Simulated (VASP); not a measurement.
# Ag (Fm-3m) in VASP: a series of runs

Ag is run at these levels: r2SCAN; tasks: single point.

Everything below comes from runs of VASP 6.6.1. Logs are shortened: lines on timing, memory, paths and dates and some standing lists are left out, and cuts for length are marked.

### 1 The cell of the first run

It takes space group Fm-3m (No. 225, cubic). The conventional cell has a = 4.104 Å, b = 4.104 Å, c = 4.104 Å, α = 90.00°, β = 90.00°, γ = 90.00°. Within 3.8 Å of Ag (site symmetry m-3m) lie 12 Ag at 2.90 Å.

### 2 Single point, r2SCAN

Contents of POSCAR:

```
Ag
1.0
    0.0000000000      2.0519023272      2.0519023272
    2.0519023272      0.0000000000      2.0519023272
    2.0519023272      2.0519023272      0.0000000000
Ag
1
Direct
    0.0000000000      0.0000000000      0.0000000000
```

Contents of INCAR.step1:

```
SYSTEM = Ag
  PREC = Accurate
  ENCUT = 520
  ISMEAR = -1
  SIGMA = 0.1
  LREAL = .FALSE.
  LASPH = .TRUE.
  NELM = 60
  NBANDS = 12
  GGA = PE
  ALGO = Normal
  EDIFF = 1E-4
  LWAVE = .TRUE.
  LCHARG = .FALSE.
```

Contents of INCAR.step2:

```
SYSTEM = Ag
  PREC = Accurate
  ENCUT = 520
  EDIFF = 1E-7
  ISMEAR = -1
  SIGMA = 0.1
  LREAL = .FALSE.
  LASPH = .TRUE.
  NELM = 60
  ALGO = Normal
  ISIF = 2
  LWAVE = .FALSE.
  LCHARG = .FALSE.
  METAGGA = R2SCAN
  LMIXTAU = .TRUE.
  NBANDS = 12
  ISTART = 1
```

Contents of KPOINTS:

```
Automatic mesh
0
G
  13 13 13
  0 0 0
```

Potentials or basis: VASP PAW PBE potentials, release 64 (Ag).

Run with:

```console
> cat potpaw_PBE.64/Ag/POTCAR > POTCAR
> cp INCAR.step1 INCAR
> mpirun -np 1 vasp_std > vasp.out
> cp INCAR.step2 INCAR
> mpirun -np 1 vasp_std > vasp.out
```

OUTCAR:

```text
SYSTEM = Ag
   PREC = Accurate
   ENCUT = 520
   EDIFF = 1E-7
   ISMEAR = -1
   LREAL = .FALSE.
   LASPH = .TRUE.
   NELM = 60
   ISIF = 2
   METAGGA = R2SCAN
   ISTART = 1

 ion  position               nearest neighbor table
   1  0.000  0.000  0.000-

  LATTYP: Found a face centered cubic cell.
 ALAT       =     4.1038046544

  Lattice vectors:

 A1 = (   0.0000000000,   2.0519023272,   2.0519023272)
 A2 = (   2.0519023272,   0.0000000000,   2.0519023272)
 A3 = (   2.0519023272,   2.0519023272,   0.0000000000)

Analysis of symmetry for initial positions (statically):
=====================================================================
 Subroutine PRICEL returns:
 Original cell was already a primitive cell.

 Routine SETGRP: Setting up the symmetry group for a
 face centered cubic supercell.

 Subroutine GETGRP returns: Found 48 space group operations
 (whereof 48 operations were pure point group operations)
 out of a pool of 48 trial point group operations.

The static configuration has the point symmetry O_h .

Analysis of symmetry for dynamics (positions and initial velocities):
=====================================================================
 Subroutine PRICEL returns:
 Original cell was already a primitive cell.

 Routine SETGRP: Setting up the symmetry group for a
 face centered cubic supercell.

 Subroutine GETGRP returns: Found 48 space group operations
 (whereof 48 operations were pure point group operations)
 out of a pool of 48 trial point group operations.

The dynamic configuration has the point symmetry O_h .

 Subroutine INISYM returns: Found 48 space group operations
 (whereof 48 operations are pure point group operations),
 and found     1 'primitive' translations

----------------------------------------------------------------------------------------

                                     Primitive cell

  volume of cell :      17.2783

  direct lattice vectors                    reciprocal lattice vectors
     0.000000000  2.051902327  2.051902327    -0.243676316  0.243676316  0.243676316
     2.051902327  0.000000000  2.051902327     0.243676316 -0.243676316  0.243676316
     2.051902327  2.051902327  0.000000000     0.243676316  0.243676316 -0.243676316

  length of vectors
     2.901828100  2.901828100  2.901828100     0.422059760  0.422059760  0.422059760

[... 83 lines left out ...]
   NFREE  =      0    steps in history (QN), initial steepest desc. (CG)
   ISIF   =      2    stress and relaxation
   ISYM   =      2    0-nonsym 1-usesym 2-fastsym
   POTIM  = 0.5000    time-step for ionic-motion
   TEBEG  =    0.0;   TEEND  =   0.0 temperature during run
   PSTRESS=    0.0 pullay stress
   NELECT =      11.0000    total number of electrons
   NUPDOWN=      -1.0000    fix difference up-down
   EMIN   =  10.00;   EMAX   =-10.00  energy-range for DOS
   EFERMI =   0.00;   METHOD = LEGACY
   ISMEAR =    -1;   SIGMA  =   0.10  broadening in eV -4-tet -1-fermi 0-gaus
   EFERMI_NEDOS =   21; number of points for ismear=-14 and -15
   IALGO  =     38    algorithm
   IMIX   =      4    mixing-type and parameters
     AMIX     =   0.40;   BMIX     =  1.00
     AMIX_MAG =   1.60;   BMIX_MAG =  1.00
  volume/ion in A,a.u.               =      17.28       116.60
  Fermi-wavevector in a.u.,A,eV,Ry     =   1.408334  2.661366 26.985864  1.983405
  Thomas-Fermi vector in A             =   2.530502
   LORBIT       =      0    0 simple, 1 ext, 2 COOP (PROOUT), +10 PAW based schemes
   METAGGA = R2SCAN    functional components
   LHFCALC =     F    Hartree Fock is set to
   AEXX    =    0.0000 exact exchange contribution
   IVDW    =     0    specifies the selected vdW correction
   LEPSILON=     F    determine dielectric tensor
   LRPA    =     F    only Hartree local field effects (RPA)
 non-spin polarized calculation
  energy-cutoff  :      520.00
  volume of cell :       17.28
 maximum number of plane-waves:       487
 NGX is ok and might be reduce to    24
   NGX = 11   NGY = 11   NGZ = 11

 number of electron      10.9999999 magnetization

 Free energy of the ion-electron system (eV)
  ---------------------------------------------------
  ext. energy  EPLUGINS =         0.00000000
  ---------------------------------------------------
  free energy    TOTEN  =       -21.36053939 eV

  energy without entropy =      -21.35035245  energy(sigma->0) =      -21.35544592

 E-fermi :   8.4148     XC(G=0): -12.8780

 val. band max:        8.3846516046   @ k =  -0.4615   0.0769   0.0000
 cond. band min:       8.4470042495   @ k =  -0.3077   0.2308   0.0000
 fundamental gap:      0.0623526448
 Fermi energy:         8.4148419409

 k-point     1 :       0.0000    0.0000    0.0000
  band No.  band energies     occupation
      1       0.3893      2.00000
      2       3.1548      2.00000
      3       3.1548      2.00000
      4       3.1548      2.00000
      5       4.1745      2.00000
      6       4.1745      2.00000
      7      24.8658      0.00000
      8      28.5153      0.00000
      9      28.5153      0.00000
     10      28.5153      0.00000
     11      33.4476      0.00000
     12      34.4046      0.00000
[... 331 lines left out ...]
 k-point    24 :       0.4615    0.1538    0.0000
  band No.  band energies     occupation
      1       1.9732      2.00000
      2       2.9629      2.00000
      3       3.5199      2.00000
      4       3.8010      2.00000
      5       4.9954      2.00000
      6       7.8776      1.99076
      7      14.0745      0.00000
      8      22.9841      0.00000
      9      24.1873      0.00000
     10      25.3479      0.00000
     11      33.8699      0.00000
     12      33.9008      0.00000

 [... further k-points ...]

------------------------ aborting loop because EDIFF is reached ----------------------------------------

  FORCE on cell =-STRESS in cart. coord.  units (eV):
  Direction    XX          YY          ZZ          XY          YZ          ZX
  --------------------------------------------------------------------------------------
  -------------------------------------------------------------------------------------
  Total        0.0110576      0.0110576      0.0110576      0.0000000     -0.0000000      0.0000000
  in kB        1.0253458      1.0253458      1.0253458      0.0000000     -0.0000000      0.0000000
  external PRESSURE =       1.0253458 kB  Pullay stress =       0.0000000 kB

 VOLUME and BASIS-vectors are now :
 -----------------------------------------------------------------------------
  energy-cutoff  :      520.00
  volume of cell :       17.28
      direct lattice vectors                 reciprocal lattice vectors
     0.000000000  2.051902327  2.051902327    -0.243676316  0.243676316  0.243676316
     2.051902327  0.000000000  2.051902327     0.243676316 -0.243676316  0.243676316
     2.051902327  2.051902327  0.000000000     0.243676316  0.243676316 -0.243676316

 POSITION                                       TOTAL-FORCE (eV/Angst)
 -----------------------------------------------------------------------------------
      0.00000      0.00000      0.00000         0.000000     -0.000000     -0.000000
 -----------------------------------------------------------------------------------
    total drift:                               -0.000000      0.000000     -0.000000

  FREE ENERGIE OF THE ION-ELECTRON SYSTEM (eV)
  ---------------------------------------------------
  free  energy   TOTEN  =       -21.3605393889 eV

  energy  without entropy=      -21.3503524453  energy(sigma->0) =      -21.35544592
```

Run time: 1.7 min. Hardware: 1 thread of Intel Xeon 8259CL, shared host; peak memory 0.15 GiB.

What came out:

| Quantity | Value |
| --- | --- |
| Free energy | -21.3605 eV |
| Pressure | 0.1 GPa |
| Band gap on the k mesh | zero (an odd number of electrons rules out a gap without spin polarisation) |

Caveat: the PAW data sets were made with another functional, which shifts forces and pressure a little.

### 3 Single point, r2SCAN (15.20 Å³/atom)

This run uses another cell than the first one, of 15.20 Å³/atom.

Contents of POSCAR:

```
Ag
1.0
    0.0000000000      1.9663051111      1.9663051111
    1.9663051111      0.0000000000      1.9663051111
    1.9663051111      1.9663051111      0.0000000000
Ag
1
Direct
    0.0000000000      0.0000000000      0.0000000000
```

Edit INCAR.step1 of step 2 so:

```diff
@@ -7,3 +7,3 @@
   LASPH = .TRUE.
-  NELM = 60
+  NELM = 80
   NBANDS = 12
```

Edit INCAR.step2 of step 2 so:

```diff
@@ -3,3 +3,3 @@
   ENCUT = 520
-  EDIFF = 1E-7
+  EDIFF = 1E-6
   ISMEAR = -1
@@ -8,3 +8,3 @@
   LASPH = .TRUE.
-  NELM = 60
+  NELM = 80
   ALGO = Normal
```

Contents of KPOINTS:

```
Automatic mesh
0
G
  22 22 22
  0 0 0
```

Potentials or basis: VASP PAW PBE potentials, release 64 (Ag).

Run with:

```console
> cat potpaw_PBE.64/Ag/POTCAR > POTCAR
> cp INCAR.step1 INCAR
> mpirun -np 1 vasp_std > vasp.out
> cp INCAR.step2 INCAR
> mpirun -np 1 vasp_std > vasp.out
```

Run time: 5.4 min. Hardware: 1 thread of Intel Xeon 8259CL, shared host; peak memory 0.19 GiB.

It converged, with:

| Property | Result |
| --- | --- |
| Free energy | -21.2512 eV |
| Pressure | 19.5 GPa |
| Band gap on the k mesh | zero (an odd number of electrons rules out a gap without spin polarisation) |

Levels at points of the mesh, in eV from the Fermi level:
```tsv
k point	band 2	band 3	band 4	band 5	band 6	band 7	band 8	band 9	band 10	band 11
(0.00, 0.00, 0.00)	-5.66	-5.66	-5.66	-4.37	-4.37	16.84	21.30	21.30	21.30	26.55
(0.50, 0.00, 0.00)	-5.70	-5.70	-3.38	-3.38	-0.73	4.38	16.09	19.85	19.85	25.37
(0.50, 0.50, 0.00)	-7.53	-3.42	-3.11	-3.11	1.57	7.91	11.73	11.73	19.13	19.44
```

Caveat: the cell stands under pressure; the PAW data sets were made with another functional, which shifts forces and pressure a little.

### 4 Single point, r2SCAN (15.90 Å³/atom)

This run uses another cell than the first one, of 15.90 Å³/atom.

Contents of POSCAR:

```
Ag
1.0
    0.0000000000      1.9956572759      1.9956572759
    1.9956572759      0.0000000000      1.9956572759
    1.9956572759      1.9956572759      0.0000000000
Ag
1
Direct
    0.0000000000      0.0000000000      0.0000000000
```

Contents of INCAR.step1:

```
PREC = Accurate ; ENCUT = 520
ISMEAR = -1 ; SIGMA = 0.1
LREAL = F ; LASPH = T
NELM = 100 ; NBANDS = 12
GGA = PE ; ALGO = Normal
EDIFF = 1E-4 ; LWAVE = T
LCHARG = F
```

Contents of INCAR.step2:

```
PREC = Accurate ; ENCUT = 520
EDIFF = 1E-7 ; ISMEAR = -1
SIGMA = 0.1 ; LREAL = F
LASPH = T ; NELM = 100
ALGO = Normal ; ISIF = 2
LWAVE = F ; LCHARG = F
METAGGA = R2SCAN ; LMIXTAU = T
NBANDS = 12 ; ISTART = 1
```

Contents of KPOINTS:

```
regular mesh
0
Gamma
  22 22 22
```

Run with:

```console
> cat potpaw_PBE.64/Ag/POTCAR > POTCAR
> cp INCAR.step1 INCAR
> mpirun -np 1 vasp_std > vasp.out
> cp INCAR.step2 INCAR
> mpirun -np 1 vasp_std > vasp.out
```

Run time: 5.3 min. Hardware: 1 thread of Intel Xeon 8259CL, shared host; peak memory 0.19 GiB.

Results (log left out):

```yaml
Free_energy: -21.3173 eV
Pressure: 11.3 GPa
Band_gap_on_the_k_mesh: zero (an odd number of electrons rules out a gap without spin polarisation)
```

Levels at points of the mesh, in eV from the Fermi level:
```
           k point  band 4  band 5  band 6  band 7  band 8  band 9
(0.00, 0.00, 0.00)   -5.46   -4.27   -4.27   16.77   20.94   20.94
(0.50, 0.00, 0.00)   -3.35   -3.35   -0.58    4.09   16.01   19.36
(0.50, 0.50, 0.00)   -3.10   -3.10    1.62    7.52   11.49   11.49
```

Caveat: the cell stands under pressure; the PAW data sets were made with another functional, which shifts forces and pressure a little.

### 5 Overview

```csv
cell,k mesh,gap on the mesh (eV),pressure (GPa)
"a = 2.902 Å, angles 60.0°, 1 atom",13 × 13 × 13,none,0.1
"a = 2.781 Å, angles 60.0°, 1 atom",22 × 22 × 22,none,19.5
"a = 2.822 Å, angles 60.0°, 1 atom",22 × 22 × 22,none,11.3
```

Alike in all rows: task single point; level r2SCAN; potentials or basis VASP PAW PBE potentials, release 64 (Ag); no spin polarisation; cutoff (eV) 520; smearing fermi-dirac 0.1 eV.

Caveats: the PAW data sets were made with another functional, which shifts forces and pressure a little; the cell stands under pressure (at least some runs).

Total energies depend on the potentials used, so only differences within one code and one set of settings carry meaning.
